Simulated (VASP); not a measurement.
# BaTiO3 (Pm-3m) in VASP: single point with PBEsol

Aim: the single point of BaTiO3 with PBEsol.

Everything below comes from runs of VASP 6.6.1. Logs are shortened: lines on timing, memory, paths and dates and some standing lists are left out, and cuts for length are marked.

### Step 1. The cell of the first run

It takes space group Pm-3m (No. 221, cubic). Conventional cell: a = 3.970 Å, b = 3.970 Å, c = 3.970 Å, α = 90.00°, β = 90.00°, γ = 90.00°. Ba (site symmetry m-3m) has 12 O at 2.81 Å and 8 Ti at 3.44 Å within 3.7 Å. Within 2.6 Å of Ti (site symmetry m-3m) lie 6 O at 1.98 Å. Within 2.6 Å of O (site symmetry 4/mmm) lie 2 Ti at 1.98 Å.

### Step 2. Single point, PBEsol

INCAR

```
SYSTEM = BaTiO3
ALGO     = Normal         ! electronic algorithm
EDIFF    = 1E-6           ! SCF threshold, eV
ENCUT    = 520            ! plane-wave cutoff, eV
GGA      = PS             ! functional
ISIF     = 2              ! what is computed and relaxed
ISMEAR   = 0              ! smearing method
LASPH    = .TRUE.         ! aspherical terms in the spheres
LCHARG   = .FALSE.        ! write CHGCAR
LREAL    = .FALSE.        ! projectors in reciprocal space
LWAVE    = .FALSE.        ! write WAVECAR
NBANDS   = 28             ! bands
NELM     = 80             ! most SCF steps
PREC     = Accurate       ! precision mode
SIGMA    = 0.02           ! smearing width, eV
```

KPOINTS

```
k-points
0
G
  14 14 14
  0 0 0
```

POSCAR

```
BaTiO3
1.0
    3.9698507445      0.0000000000      0.0000000000
    0.0000000000      3.9698507445      0.0000000000
    0.0000000000      0.0000000000      3.9698507445
Ba Ti O
1 1 3
Direct
    0.0000000000      0.0000000000      0.0000000000
    0.5000000000      0.5000000000      0.5000000000
    0.5000000000      0.5000000000      0.0000000000
    0.5000000000      0.0000000000      0.5000000000
    0.0000000000      0.5000000000      0.5000000000
```

Potentials or basis: VASP PAW PBE potentials, release 64 (Ba_sv, Ti_sv, O).

Launch:

```console
$ cat potpaw_PBE.64/Ba_sv/POTCAR potpaw_PBE.64/Ti_sv/POTCAR potpaw_PBE.64/O/POTCAR > POTCAR
$ mpirun -np 1 vasp_std > vasp.out
```

OUTCAR:

```text
SYSTEM = BaTiO3
   EDIFF = 1E-6
   ENCUT = 520
   GGA = PS
   ISIF = 2
   ISMEAR = 0
   LASPH = .TRUE.
   LREAL = .FALSE.
   NELM = 80
   PREC = Accurate

 ion  position               nearest neighbor table
   1  0.000  0.000  0.000-   3 2.81   4 2.81   5 2.81   4 2.81   5 2.81   3 2.81   5 2.81   5 2.81
                             3 2.81   4 2.81   4 2.81   3 2.81   2 3.44   2 3.44   2 3.44   2 3.44
   2  0.500  0.500  0.500-   3 1.98   4 1.98   5 1.98   3 1.98   4 1.98   5 1.98   1 3.44   1 3.44
                             1 3.44   1 3.44   1 3.44   1 3.44   1 3.44   1 3.44
   3  0.500  0.500  0.000-   2 1.98   2 1.98   1 2.81   1 2.81   1 2.81   1 2.81
   4  0.500  0.000  0.500-   2 1.98   2 1.98   1 2.81   1 2.81   1 2.81   1 2.81
   5  0.000  0.500  0.500-   2 1.98   2 1.98   1 2.81   1 2.81   1 2.81   1 2.81

  LATTYP: Found a simple cubic cell.
 ALAT       =     3.9698507445

  Lattice vectors:

 A1 = (   3.9698507445,   0.0000000000,   0.0000000000)
 A2 = (   0.0000000000,   3.9698507445,   0.0000000000)
 A3 = (   0.0000000000,   0.0000000000,   3.9698507445)

Analysis of symmetry for initial positions (statically):
=====================================================================
 Subroutine PRICEL returns:
 Original cell was already a primitive cell.

 Routine SETGRP: Setting up the symmetry group for a
 simple cubic supercell.

 Subroutine GETGRP returns: Found 48 space group operations
 (whereof 48 operations were pure point group operations)
 out of a pool of 48 trial point group operations.

The static configuration has the point symmetry O_h .

Analysis of symmetry for dynamics (positions and initial velocities):
=====================================================================
 Subroutine PRICEL returns:
 Original cell was already a primitive cell.

 Routine SETGRP: Setting up the symmetry group for a
 simple cubic supercell.

 Subroutine GETGRP returns: Found 48 space group operations
 (whereof 48 operations were pure point group operations)
 out of a pool of 48 trial point group operations.

The dynamic configuration has the point symmetry O_h .

 Subroutine INISYM returns: Found 48 space group operations
 (whereof 48 operations are pure point group operations),
 and found     1 'primitive' translations

----------------------------------------------------------------------------------------

                                     Primitive cell

  volume of cell :      62.5637

  direct lattice vectors                    reciprocal lattice vectors
     3.969850744  0.000000000  0.000000000     0.251898639  0.000000000  0.000000000
     0.000000000  3.969850744  0.000000000     0.000000000  0.251898639  0.000000000
     0.000000000  0.000000000  3.969850744     0.000000000  0.000000000  0.251898639

  length of vectors
     3.969850744  3.969850744  3.969850744     0.251898639  0.251898639  0.251898639

  position of ions in fractional coordinates (direct lattice)
     0.000000000  0.000000000  0.000000000
     0.500000000  0.500000000  0.500000000
     0.500000000  0.500000000  0.000000000
     0.500000000  0.000000000  0.500000000
     0.000000000  0.500000000  0.500000000

  ion indices of the primitive-cell ions
   primitive index   ion index
                 1           1
                 2           2
                 3           3
                 4           4
                 5           5

----------------------------------------------------------------------------------------

 KPOINTS: k-points

Automatic generation of k-mesh.
 Grid dimensions read from file:
 generate k-points for:   14   14   14

 Generating k-lattice:

  Cartesian coordinates                     Fractional coordinates (reciprocal lattice)
     0.017992760  0.000000000  0.000000000     0.071428571  0.000000000  0.000000000
     0.000000000  0.017992760  0.000000000     0.000000000  0.071428571  0.000000000
     0.000000000  0.000000000  0.017992760     0.000000000  0.000000000  0.071428571

  Length of vectors
     0.017992760  0.017992760  0.017992760

  Shift w.r.t. Gamma in fractional coordinates (k-lattice)
     0.000000000  0.000000000  0.000000000

 Subroutine IBZKPT returns following result:
 ===========================================

 Found    120 irreducible k-points:

 Following reciprocal coordinates:
            Coordinates               Weight
  0.000000  0.000000  0.000000      1.000000
  0.071429  0.000000  0.000000      6.000000
  0.142857  0.000000  0.000000      6.000000
  0.214286  0.000000  0.000000      6.000000
  0.285714  0.000000  0.000000      6.000000
  0.357143  0.000000  0.000000      6.000000
[... 16 lines left out ...]
  0.285714  0.214286  0.000000     24.000000
  0.357143  0.214286  0.000000     24.000000
 [... further k-points ...]
   k-points           NKPTS =    120   k-points in BZ     NKDIM =    120   number of bands    NBANDS=     28
   number of dos      NEDOS =    301   number of ions     NIONS =      5
   total plane-waves  NPLWV =  27000
   dimension x,y,z NGX =    30 NGY =   30 NGZ =   30
   dimension x,y,z NGXF=    60 NGYF=   60 NGZF=   60
   ions per type =               1   1   3
   NGX,Y,Z   is equivalent  to a cutoff of  12.56, 12.56, 12.56 a.u.
   NGXF,Y,Z  is equivalent  to a cutoff of  25.13, 25.13, 25.13 a.u.
 SYSTEM =  BaTiO3
   PREC   = accura    normal or accurate (medium, high low for compatibility)
   ISTART =      0    job   : 0-new  1-cont  2-samecut
   ICHARG =      2    charge: 1-file 2-atom 10-const
   ISPIN  =      1    spin polarized calculation?
   LNONCOLLINEAR =      F non collinear calculations
   LSORBIT =      F    spin-orbit coupling
   LASPH  =      T    aspherical Exc in radial PAW
   ENCUT  =  520.0 eV  38.22 Ry    6.18 a.u.   7.38  7.38  7.38*2*pi/ulx,y,z
   NELM   =     80;   NELMIN=  2; NELMDL= -5     # of ELM steps
   EDIFF  = 0.1E-05   stopping-criterion for ELM
   LREAL  =      F    real-space projection
   EDIFFG = 0.1E-04   stopping-criterion for IOM
   NSW    =      0    number of steps for IOM
   IBRION =     -1    ionic relax: 0-MD 1-quasi-New 2-CG
   NFREE  =      0    steps in history (QN), initial steepest desc. (CG)
   ISIF   =      2    stress and relaxation
   ISYM   =      2    0-nonsym 1-usesym 2-fastsym
   POTIM  = 0.5000    time-step for ionic-motion
   TEBEG  =    0.0;   TEEND  =   0.0 temperature during run
   PSTRESS=    0.0 pullay stress
   NELECT =      40.0000    total number of electrons
   NUPDOWN=      -1.0000    fix difference up-down
   EMIN   =  10.00;   EMAX   =-10.00  energy-range for DOS
   EFERMI =   0.00;   METHOD = LEGACY
   ISMEAR =     0;   SIGMA  =   0.02  broadening in eV -4-tet -1-fermi 0-gaus
   EFERMI_NEDOS =   21; number of points for ismear=-14 and -15
   IALGO  =     38    algorithm
   IMIX   =      4    mixing-type and parameters
     AMIX     =   0.40;   BMIX     =  1.00
     AMIX_MAG =   1.60;   BMIX_MAG =  1.00
  volume/ion in A,a.u.               =      12.51        84.44
  Fermi-wavevector in a.u.,A,eV,Ry     =   1.410330  2.665137 27.062394  1.989030
  Thomas-Fermi vector in A             =   2.532295
   LORBIT       =      0    0 simple, 1 ext, 2 COOP (PROOUT), +10 PAW based schemes
   GGA     = PS    functional components
   LHFCALC =     F    Hartree Fock is set to
   AEXX    =    0.0000 exact exchange contribution
   IVDW    =     0    specifies the selected vdW correction
   LEPSILON=     F    determine dielectric tensor
   LRPA    =     F    only Hartree local field effects (RPA)
 non-spin polarized calculation
 Gauss-broadening in eV      SIGMA  =   0.02
  energy-cutoff  :      520.00
  volume of cell :       62.56
 maximum number of plane-waves:      1743
 NGX is ok and might be reduce to    30
   NGX = 15   NGY = 15   NGZ = 15

 number of electron      39.9999978 magnetization

 Free energy of the ion-electron system (eV)
  ---------------------------------------------------
  ext. energy  EPLUGINS =         0.00000000
  ---------------------------------------------------
  free energy    TOTEN  =       -41.97687329 eV

  energy without entropy =      -41.97687329  energy(sigma->0) =      -41.97687329

 E-fermi :   4.1410     XC(G=0): -11.6478

 val. band max:        3.8828839163   @ k =   0.5000   0.5000   0.5000
 cond. band min:       5.6279731003   @ k =   0.0000   0.0000   0.0000
 fundamental gap:      1.7450891840
 Fermi energy:         4.1410355257

 k-point     1 :       0.0000    0.0000    0.0000
  band No.  band energies     occupation
      1     -52.3831      2.00000
      2     -28.7215      2.00000
      3     -28.7215      2.00000
      4     -28.7215      2.00000
      5     -20.8232      2.00000
      6     -12.9877      2.00000
[... 20 lines left out ...]
     27       8.8232      0.00000
     28      11.3421      0.00000

 k-point     2 :       0.0714    0.0000    0.0000
  band No.  band energies     occupation
      1     -52.3830      2.00000
      2     -28.7245      2.00000
      3     -28.7214      2.00000
      4     -28.7214      2.00000
      5     -20.8165      2.00000
      6     -12.9903      2.00000
[... 20 lines left out ...]
     27       8.9310      0.00000
     28      11.4702      0.00000

 k-point     3 :       0.1429    0.0000    0.0000
  band No.  band energies     occupation
      1     -52.3828      2.00000
      2     -28.7330      2.00000
      3     -28.7210      2.00000
      4     -28.7210      2.00000
      5     -20.7974      2.00000
      6     -13.0073      2.00000
[... 20 lines left out ...]
     27       9.2418      0.00000
     28      11.8422      0.00000

 k-point     4 :       0.2143    0.0000    0.0000
  band No.  band energies     occupation
      1     -52.3826      2.00000
      2     -28.7453      2.00000
      3     -28.7205      2.00000
      4     -28.7205      2.00000
      5     -20.7695      2.00000
      6     -13.0530      2.00000
[... 578 lines left out ...]
     27      10.5781      0.00000
     28      12.4733      0.00000

 k-point    23 :       0.2857    0.2143    0.0000
  band No.  band energies     occupation
      1     -52.3819      2.00000
      2     -28.7575      2.00000
      3     -28.7434      2.00000
      4     -28.7191      2.00000
      5     -20.6964      2.00000
      6     -12.9972      2.00000
[... 20 lines left out ...]
     27      11.1532      0.00000
     28      12.6275      0.00000

 k-point    24 :       0.3571    0.2143    0.0000
  band No.  band energies     occupation
      1     -52.3816      2.00000
      2     -28.7695      2.00000
      3     -28.7427      2.00000
      4     -28.7186      2.00000
      5     -20.6719      2.00000
      6     -13.0218      2.00000
[... 20 lines left out ...]
     27      11.7474      0.00000
     28      12.7547      0.00000

 [... further k-points ...]

------------------------ aborting loop because EDIFF is reached ----------------------------------------

  FORCE on cell =-STRESS in cart. coord.  units (eV):
  Direction    XX          YY          ZZ          XY          YZ          ZX
  --------------------------------------------------------------------------------------
  -------------------------------------------------------------------------------------
  Total        0.7853341      0.7853341      0.7853341      0.0000000     -0.0000000      0.0000000
  in kB       20.1114091     20.1114091     20.1114091      0.0000000     -0.0000000      0.0000000
  external PRESSURE =      20.1114091 kB  Pullay stress =       0.0000000 kB

 VOLUME and BASIS-vectors are now :
 -----------------------------------------------------------------------------
  energy-cutoff  :      520.00
  volume of cell :       62.56
      direct lattice vectors                 reciprocal lattice vectors
     3.969850744  0.000000000  0.000000000     0.251898639  0.000000000  0.000000000
     0.000000000  3.969850744  0.000000000     0.000000000  0.251898639  0.000000000
     0.000000000  0.000000000  3.969850744     0.000000000  0.000000000  0.251898639

 POSITION                                       TOTAL-FORCE (eV/Angst)
 -----------------------------------------------------------------------------------
      0.00000      0.00000      0.00000         0.000000      0.000000      0.000000
      1.98493      1.98493      1.98493         0.000000      0.000000      0.000000
      1.98493      1.98493      0.00000         0.000000      0.000000      0.000000
      1.98493      0.00000      1.98493         0.000000      0.000000      0.000000
      0.00000      1.98493      1.98493         0.000000      0.000000      0.000000
 -----------------------------------------------------------------------------------
    total drift:                                0.000000      0.000000     -0.000000

  FREE ENERGIE OF THE ION-ELECTRON SYSTEM (eV)
  ---------------------------------------------------
  free  energy   TOTEN  =       -41.9768732946 eV

  energy  without entropy=      -41.9768732946  energy(sigma->0) =      -41.97687329
```

Wall time 6.4 min (1 thread of Intel Xeon 8259CL, shared host); peak memory 0.3 GiB.

What came out:

* Free energy: -41.9769 eV
* Pressure: 2.0 GPa
* Band gap on the k mesh: 1.75 eV (least direct gap 1.87 eV)

Caveat: the PAW data sets were made with another functional, which shifts forces and pressure a little; spin-orbit coupling is left out, which moves the levels of the heavy elements. A k mesh can miss the band edges.
